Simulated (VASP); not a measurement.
# CaSe (Fm-3m) in VASP: notebook

Runs on CaSe. Level: PBEsol. Tasks: single point.

All numbers are computed with VASP 6.6.1; they aren't measurements. Logs are shortened: lines on timing, memory, paths and dates and some standing lists are left out, and cuts for length are marked.

## 1. The cell of the first run

It takes space group Fm-3m (No. 225, cubic). Conventional cell: a = 5.502 Å, b = 5.502 Å, c = 5.502 Å, α = 90.00°, β = 90.00°, γ = 90.00°. Ca (site symmetry m-3m) has 6 Se at 2.75 Å within 3.6 Å. Se (site symmetry m-3m) has 6 Ca at 2.75 Å within 3.6 Å.

## 2. Single point, PBEsol

INCAR

```
SYSTEM = CaSe
PREC     = Accurate       ! precision mode
ENCUT    = 520            ! plane-wave cutoff, eV
EDIFF    = 1E-7           ! SCF threshold, eV
ISMEAR   = 0              ! smearing method
SIGMA    = 0.01           ! smearing width, eV
LREAL    = .FALSE.        ! projectors in reciprocal space
LASPH    = .TRUE.         ! aspherical terms in the spheres
NELM     = 60             ! most SCF steps
ALGO     = Normal         ! electronic algorithm
ISIF     = 2              ! what is computed and relaxed
LWAVE    = .FALSE.        ! write WAVECAR
LCHARG   = .TRUE.         ! write CHGCAR
GGA      = PS             ! functional
LELF     = .TRUE.         ! ELF
LVHAR    = .TRUE.       
NBANDS   = 15             ! bands
```

KPOINTS

```
Automatic mesh
0
G
  8 8 8
  0 0 0
```

POSCAR

```
CaSe
1.0
    0.0000000000      2.7509506442      2.7509506442
    2.7509506442      0.0000000000      2.7509506442
    2.7509506442      2.7509506442      0.0000000000
Ca Se
1 1
Direct
    0.0000000000      0.0000000000      0.0000000000
    0.5000000000      0.5000000000      0.5000000000
```

Potentials or basis: VASP PAW PBE potentials, release 64 (Ca_sv, Se).

The run is started by

```bash
> cat potpaw_PBE.64/Ca_sv/POTCAR potpaw_PBE.64/Se/POTCAR > POTCAR
> mpirun -np 1 vasp_std > vasp.out
```

OUTCAR:

```text
SYSTEM = CaSe
   PREC = Accurate
   ENCUT = 520
   EDIFF = 1E-7
   ISMEAR = 0
   LREAL = .FALSE.
   LASPH = .TRUE.
   NELM = 60
   ISIF = 2
   GGA = PS

 ion  position               nearest neighbor table
   1  0.000  0.000  0.000-   2 2.75   2 2.75   2 2.75   2 2.75   2 2.75   2 2.75
   2  0.500  0.500  0.500-   1 2.75   1 2.75   1 2.75   1 2.75   1 2.75   1 2.75

  LATTYP: Found a face centered cubic cell.
 ALAT       =     5.5019012884

  Lattice vectors:

 A1 = (   0.0000000000,   2.7509506442,   2.7509506442)
 A2 = (   2.7509506442,   0.0000000000,   2.7509506442)
 A3 = (   2.7509506442,   2.7509506442,   0.0000000000)

Analysis of symmetry for initial positions (statically):
=====================================================================
 Subroutine PRICEL returns:
 Original cell was already a primitive cell.

 Routine SETGRP: Setting up the symmetry group for a
 face centered cubic supercell.

 Subroutine GETGRP returns: Found 48 space group operations
 (whereof 48 operations were pure point group operations)
 out of a pool of 48 trial point group operations.

The static configuration has the point symmetry O_h .

Analysis of symmetry for dynamics (positions and initial velocities):
=====================================================================
 Subroutine PRICEL returns:
 Original cell was already a primitive cell.

 Routine SETGRP: Setting up the symmetry group for a
 face centered cubic supercell.

 Subroutine GETGRP returns: Found 48 space group operations
 (whereof 48 operations were pure point group operations)
 out of a pool of 48 trial point group operations.

The dynamic configuration has the point symmetry O_h .

 Subroutine INISYM returns: Found 48 space group operations
 (whereof 48 operations are pure point group operations),
 and found     1 'primitive' translations

----------------------------------------------------------------------------------------

                                     Primitive cell

  volume of cell :      41.6369

  direct lattice vectors                    reciprocal lattice vectors
     0.000000000  2.750950644  2.750950644    -0.181755351  0.181755351  0.181755351
     2.750950644  0.000000000  2.750950644     0.181755351 -0.181755351  0.181755351
     2.750950644  2.750950644  0.000000000     0.181755351  0.181755351 -0.181755351

  length of vectors
     3.890431710  3.890431710  3.890431710     0.314809503  0.314809503  0.314809503

  position of ions in fractional coordinates (direct lattice)
     0.000000000  0.000000000  0.000000000
     0.500000000  0.500000000  0.500000000

  ion indices of the primitive-cell ions
   primitive index   ion index
                 1           1
                 2           2

----------------------------------------------------------------------------------------

 KPOINTS: Automatic mesh

Automatic generation of k-mesh.
 Grid dimensions read from file:
 generate k-points for:    8    8    8

 Generating k-lattice:

  Cartesian coordinates                     Fractional coordinates (reciprocal lattice)
    -0.022719419  0.022719419  0.022719419     0.125000000  0.000000000  0.000000000
     0.022719419 -0.022719419  0.022719419     0.000000000  0.125000000  0.000000000
     0.022719419  0.022719419 -0.022719419     0.000000000  0.000000000  0.125000000

  Length of vectors
     0.039351188  0.039351188  0.039351188

  Shift w.r.t. Gamma in fractional coordinates (k-lattice)
     0.000000000  0.000000000  0.000000000

 Subroutine IBZKPT returns following result:
 ===========================================

 Found     29 irreducible k-points:

 Following reciprocal coordinates:
            Coordinates               Weight
  0.000000  0.000000  0.000000      1.000000
  0.125000  0.000000  0.000000      8.000000
  0.250000  0.000000  0.000000      8.000000
  0.375000  0.000000  0.000000      8.000000
  0.500000  0.000000  0.000000      4.000000
  0.125000  0.125000  0.000000      6.000000
[... 16 lines left out ...]
  0.500000  0.250000  0.125000     48.000000
 -0.375000  0.250000  0.125000     24.000000
 [... further k-points ...]
   k-points           NKPTS =     29   k-points in BZ     NKDIM =     29   number of bands    NBANDS=     15
   number of dos      NEDOS =    301   number of ions     NIONS =      2
   total plane-waves  NPLWV =  27000
   dimension x,y,z NGX =    30 NGY =   30 NGZ =   30
   dimension x,y,z NGXF=    60 NGYF=   60 NGZF=   60
   ions per type =               1   1
   NGX,Y,Z   is equivalent  to a cutoff of  12.82, 12.82, 12.82 a.u.
   NGXF,Y,Z  is equivalent  to a cutoff of  25.64, 25.64, 25.64 a.u.
 SYSTEM =  CaSe
   PREC   = accura    normal or accurate (medium, high low for compatibility)
   ISTART =      0    job   : 0-new  1-cont  2-samecut
   ICHARG =      2    charge: 1-file 2-atom 10-const
   ISPIN  =      1    spin polarized calculation?
   LNONCOLLINEAR =      F non collinear calculations
   LSORBIT =      F    spin-orbit coupling
   LASPH  =      T    aspherical Exc in radial PAW
   ENCUT  =  520.0 eV  38.22 Ry    6.18 a.u.   7.23  7.23  7.23*2*pi/ulx,y,z
   NELM   =     60;   NELMIN=  2; NELMDL= -5     # of ELM steps
   EDIFF  = 0.1E-06   stopping-criterion for ELM
   LREAL  =      F    real-space projection
   EDIFFG = 0.1E-05   stopping-criterion for IOM
   NSW    =      0    number of steps for IOM
   IBRION =     -1    ionic relax: 0-MD 1-quasi-New 2-CG
   NFREE  =      0    steps in history (QN), initial steepest desc. (CG)
   ISIF   =      2    stress and relaxation
   ISYM   =      2    0-nonsym 1-usesym 2-fastsym
   POTIM  = 0.5000    time-step for ionic-motion
   TEBEG  =    0.0;   TEEND  =   0.0 temperature during run
   PSTRESS=    0.0 pullay stress
   NELECT =      16.0000    total number of electrons
   NUPDOWN=      -1.0000    fix difference up-down
   EMIN   =  10.00;   EMAX   =-10.00  energy-range for DOS
   EFERMI =   0.00;   METHOD = LEGACY
   ISMEAR =     0;   SIGMA  =   0.01  broadening in eV -4-tet -1-fermi 0-gaus
   EFERMI_NEDOS =   21; number of points for ismear=-14 and -15
   IALGO  =     38    algorithm
   IMIX   =      4    mixing-type and parameters
     AMIX     =   0.40;   BMIX     =  1.00
     AMIX_MAG =   1.60;   BMIX_MAG =  1.00
  volume/ion in A,a.u.               =      20.82       140.49
  Fermi-wavevector in a.u.,A,eV,Ry     =   1.190206  2.249163 19.273872  1.416590
  Thomas-Fermi vector in A             =   2.326296
   LORBIT       =      0    0 simple, 1 ext, 2 COOP (PROOUT), +10 PAW based schemes
   GGA     = PS    functional components
   LHFCALC =     F    Hartree Fock is set to
   AEXX    =    0.0000 exact exchange contribution
   IVDW    =     0    specifies the selected vdW correction
   LEPSILON=     F    determine dielectric tensor
   LRPA    =     F    only Hartree local field effects (RPA)
 non-spin polarized calculation
 Gauss-broadening in eV      SIGMA  =   0.01
  energy-cutoff  :      520.00
  volume of cell :       41.64
 maximum number of plane-waves:      1139
 NGX is ok and might be reduce to    30
   NGX = 15   NGY = 15   NGZ = 15

 number of electron      16.0000001 magnetization

 Free energy of the ion-electron system (eV)
  ---------------------------------------------------
  ext. energy  EPLUGINS =         0.00000000
  ---------------------------------------------------
  free energy    TOTEN  =        -9.70241698 eV

  energy without entropy =       -9.70241698  energy(sigma->0) =       -9.70241698

 E-fermi :   4.1461     XC(G=0): -10.2889

 val. band max:        4.0561381262   @ k =   0.0000   0.0000   0.0000
 cond. band min:       5.2717573789   @ k =   0.5000   0.5000   0.0000
 fundamental gap:      1.2156192528
 Fermi energy:         4.1461062113

 k-point     1 :       0.0000    0.0000    0.0000
  band No.  band energies     occupation
      1     -34.9382      2.00000
      2     -16.0562      2.00000
      3     -16.0562      2.00000
      4     -16.0562      2.00000
      5      -8.6586      2.00000
      6       4.0561      2.00000
      7       4.0561      2.00000
      8       4.0561      2.00000
      9       7.4603      0.00000
     10       7.4603      0.00000
     11       7.4603      0.00000
     12       8.3090      0.00000
     13       8.3090      0.00000
     14       8.5587      0.00000
     15      13.7940      0.00000

 k-point     2 :       0.1250    0.0000    0.0000
  band No.  band energies     occupation
      1     -34.9348      2.00000
      2     -16.1077      2.00000
      3     -16.0586      2.00000
      4     -16.0586      2.00000
      5      -8.4930      2.00000
      6       3.0810      2.00000
      7       3.6619      2.00000
      8       3.6619      2.00000
      9       7.5657      0.00000
     10       7.7488      0.00000
     11       7.7488      0.00000
     12       8.9175      0.00000
     13       8.9175      0.00000
     14       9.5076      0.00000
     15      14.3028      0.00000

 k-point     3 :       0.2500    0.0000    0.0000
  band No.  band energies     occupation
      1     -34.9266      2.00000
      2     -16.2271      2.00000
      3     -16.0644      2.00000
      4     -16.0644      2.00000
      5      -8.0707      2.00000
      6       1.4893      2.00000
      7       2.9705      2.00000
      8       2.9705      2.00000
      9       7.7259      0.00000
     10       8.4406      0.00000
     11       8.4406      0.00000
     12      10.3282      0.00000
     13      10.3282      0.00000
     14      11.0449      0.00000
     15      14.5410      0.00000
[... 343 lines left out ...]
 k-point    23 :       0.5000    0.2500    0.1250
  band No.  band energies     occupation
      1     -34.9140      2.00000
      2     -16.2965      2.00000
      3     -16.1370      2.00000
      4     -16.0892      2.00000
      5      -7.6062      2.00000
      6       0.5645      2.00000
      7       2.0894      2.00000
      8       2.4182      2.00000
      9       7.7980      0.00000
     10       9.7133      0.00000
     11      10.0110      0.00000
     12      10.2883      0.00000
     13      10.8911      0.00000
     14      13.0114      0.00000
     15      13.3854      0.00000

 k-point    24 :      -0.3750    0.2500    0.1250
  band No.  band energies     occupation
      1     -34.9113      2.00000
      2     -16.3199      2.00000
      3     -16.1413      2.00000
      4     -16.0978      2.00000
      5      -7.4863      2.00000
      6       0.3790      2.00000
      7       1.8461      2.00000
      8       2.2967      2.00000
      9       8.6204      0.00000
     10       8.9503      0.00000
     11      10.2916      0.00000
     12      10.8495      0.00000
     13      11.2327      0.00000
     14      12.1104      0.00000
     15      14.2039      0.00000

 [... further k-points ...]

------------------------ aborting loop because EDIFF is reached ----------------------------------------

  FORCE on cell =-STRESS in cart. coord.  units (eV):
  Direction    XX          YY          ZZ          XY          YZ          ZX
  --------------------------------------------------------------------------------------
  -------------------------------------------------------------------------------------
  Total        4.0074921      4.0074921      4.0074921     -0.0000000      0.0000000      0.0000000
  in kB      154.2072773    154.2072773    154.2072773     -0.0000000      0.0000000      0.0000000
  external PRESSURE =     154.2072773 kB  Pullay stress =       0.0000000 kB

 VOLUME and BASIS-vectors are now :
 -----------------------------------------------------------------------------
  energy-cutoff  :      520.00
  volume of cell :       41.64
      direct lattice vectors                 reciprocal lattice vectors
     0.000000000  2.750950644  2.750950644    -0.181755351  0.181755351  0.181755351
     2.750950644  0.000000000  2.750950644     0.181755351 -0.181755351  0.181755351
     2.750950644  2.750950644  0.000000000     0.181755351  0.181755351 -0.181755351

 POSITION                                       TOTAL-FORCE (eV/Angst)
 -----------------------------------------------------------------------------------
      0.00000      0.00000      0.00000        -0.000000     -0.000000     -0.000000
      2.75095      2.75095      2.75095         0.000000      0.000000      0.000000
 -----------------------------------------------------------------------------------
    total drift:                               -0.000000      0.000000      0.000000

  FREE ENERGIE OF THE ION-ELECTRON SYSTEM (eV)
  ---------------------------------------------------
  free  energy   TOTEN  =        -9.7024169810 eV

  energy  without entropy=       -9.7024169810  energy(sigma->0) =       -9.70241698
```

It took 17 s on 1 thread of Intel Xeon 6975P-C, shared host; peak memory 0.17 GiB.

Results:

```
Free energy            : -9.7024 eV
Pressure               : 15.4 GPa
Band gap on the k mesh : 1.22 eV, indirect (least direct gap 2.37 eV)
```

Caveat: the PAW data sets were made with another functional, which shifts forces and pressure a little.

## 3. Single point, PBEsol

This run uses another cell than the first one, of 21.90 Å³/atom, 1.052 times its volume.

INCAR

```
PREC = Accurate
ENCUT = 520
EDIFF = 1E-6
ISMEAR = 0
SIGMA = 0.01
LREAL = F
LASPH = T
NELM = 60
ALGO = Normal
ISIF = 2
LWAVE = F
LCHARG = F
GGA = PS
NBANDS = 15
```

KPOINTS

```
regular mesh
0
Gamma
  8 8 8
```

POSCAR

```
CaSe
1.0
    0.0000000000      2.7975947934      2.7975947934
    2.7975947934      0.0000000000      2.7975947934
    2.7975947934      2.7975947934      0.0000000000
Ca Se
1 1
Direct
    0.0000000000      0.0000000000      0.0000000000
    0.5000000000      0.5000000000      0.5000000000
```

Potentials or basis: VASP PAW PBE potentials, release 64 (Ca_sv, Se).

The run is started by

```bash
> cat potpaw_PBE.64/Ca_sv/POTCAR potpaw_PBE.64/Se/POTCAR > POTCAR
> mpirun -np 1 vasp_std > vasp.out
```

OUTCAR:

```text
PREC = Accurate
   ENCUT = 520
   EDIFF = 1E-6
   ISMEAR = 0
   LREAL = F
   LASPH = T
   NELM = 60
   ISIF = 2
   GGA = PS

 ion  position               nearest neighbor table
   1  0.000  0.000  0.000-   2 2.80   2 2.80   2 2.80   2 2.80   2 2.80   2 2.80
   2  0.500  0.500  0.500-   1 2.80   1 2.80   1 2.80   1 2.80   1 2.80   1 2.80

  LATTYP: Found a face centered cubic cell.
 ALAT       =     5.5951895868

  Lattice vectors:

 A1 = (   0.0000000000,   2.7975947934,   2.7975947934)
 A2 = (   2.7975947934,   0.0000000000,   2.7975947934)
[... 610 lines left out ...]
     11       9.7448      0.00000
     12      10.2239      0.00000
     13      10.5984      0.00000
     14      11.4735      0.00000
     15      13.4033      0.00000

 [... further k-points ...]
[... 5 lines left out ...]
  --------------------------------------------------------------------------------------
  -------------------------------------------------------------------------------------
  Total        2.8302622      2.8302622      2.8302622      0.0000000      0.0000000     -0.0000000
  in kB      103.5506496    103.5506496    103.5506496      0.0000000      0.0000000     -0.0000000
  external PRESSURE =     103.5506496 kB  Pullay stress =       0.0000000 kB

 VOLUME and BASIS-vectors are now :
 -----------------------------------------------------------------------------
  energy-cutoff  :      520.00
  volume of cell :       43.79
      direct lattice vectors                 reciprocal lattice vectors
     0.000000000  2.797594793  2.797594793    -0.178724954  0.178724954  0.178724954
     2.797594793  0.000000000  2.797594793     0.178724954 -0.178724954  0.178724954
     2.797594793  2.797594793  0.000000000     0.178724954  0.178724954 -0.178724954

 POSITION                                       TOTAL-FORCE (eV/Angst)
 -----------------------------------------------------------------------------------
      0.00000      0.00000      0.00000        -0.000000      0.000000      0.000000
      2.79759      2.79759      2.79759         0.000000     -0.000000     -0.000000
 -----------------------------------------------------------------------------------
    total drift:                               -0.000000      0.000000      0.000000

  FREE ENERGIE OF THE ION-ELECTRON SYSTEM (eV)
  ---------------------------------------------------
  free  energy   TOTEN  =        -9.8749743276 eV

  energy  without entropy=       -9.8749743276  energy(sigma->0) =       -9.87497433
```

stdout:

```text
POSCAR found type information on POSCAR CaSe
 POSCAR found :  2 types and       2 ions
 scaLAPACK will be used
 -----------------------------------------------------------------------------
|                                                                             |
|                                                                             |
|     You enforced a specific xc type in the INCAR file but a different       |
|     I HOPE YOU KNOW WHAT YOU ARE DOING!                                     |
|                                                                             |
 -----------------------------------------------------------------------------

 LDA part: xc-table for (Slater+PW92), standard interpolation
 POSCAR, INCAR and KPOINTS ok, starting setup
 FFT: planning ... GRIDC
 FFT: planning ... GRID_SOFT
 FFT: planning ... GRID
 WAVECAR not read
 entering main loop
```

Wall time 17 s (1 thread of Intel Xeon 6975P-C, shared host); peak memory 0.17 GiB.

Results:

| Item | Value |
| --- | --- |
| Free energy | -9.8750 eV |
| Pressure | 10.4 GPa |
| Band gap on the k mesh | 1.41 eV, indirect (least direct gap 2.52 eV) |

Caveat: the PAW data sets were made with another functional, which shifts forces and pressure a little.

## 4. Single point, PBEsol

This run uses another cell than the first one, of 22.69 Å³/atom, 1.090 times its volume.

INCAR

```
  PREC = Accurate
  ENCUT = 520
  EDIFF = 1E-7
  ISMEAR = 0
  SIGMA = 0.01
  LREAL = F
  LASPH = T
  NELM = 80
  ALGO = Normal
  ISIF = 2
  LWAVE = F
  LCHARG = F
  GGA = PS
  NBANDS = 15
```

KPOINTS is that of step 3.

POSCAR

```
CaSe
1.0
    0.0000000000      2.8310888239      2.8310888239
    2.8310888239      0.0000000000      2.8310888239
    2.8310888239      2.8310888239      0.0000000000
Ca Se
1 1
Direct
    0.0000000000      0.0000000000      0.0000000000
    0.5000000000      0.5000000000      0.5000000000
```

The run is started by

```bash
> cat potpaw_PBE.64/Ca_sv/POTCAR potpaw_PBE.64/Se/POTCAR > POTCAR
> mpirun -np 1 vasp_std > vasp.out
```

Run time: 22 s. Hardware: 1 thread of Intel Xeon 6975P-C, shared host; peak memory 0.18 GiB.

It converged, with:

* Free energy: -9.9626 eV
* Pressure: 7.3 GPa
* Band gap on the k mesh: 1.54 eV, indirect (least direct gap 2.61 eV)

Levels at points of the mesh, in eV from the valence-band top:
```csv
k point,band 4,band 5,band 6,band 7,band 8,band 9,band 10,band 11,band 12,band 13
"(0.00, 0.00, 0.00)",-20.28,-12.33,0.00,0.00,0.00,3.54,3.54,3.54,3.94,4.28
"(0.50, 0.00, 0.00)",-20.30,-11.32,-3.88,-1.53,-1.53,4.58,5.77,5.77,5.78,8.34
"(0.50, 0.50, 0.00)",-20.34,-11.58,-2.90,-1.07,-1.07,1.54,5.22,5.52,6.44,6.44
```

Caveat: the PAW data sets were made with another functional, which shifts forces and pressure a little. Expect the measured gap to be larger: semilocal functionals such as PBEsol lack the derivative discontinuity.

(Part 1 of 2 ends here.)
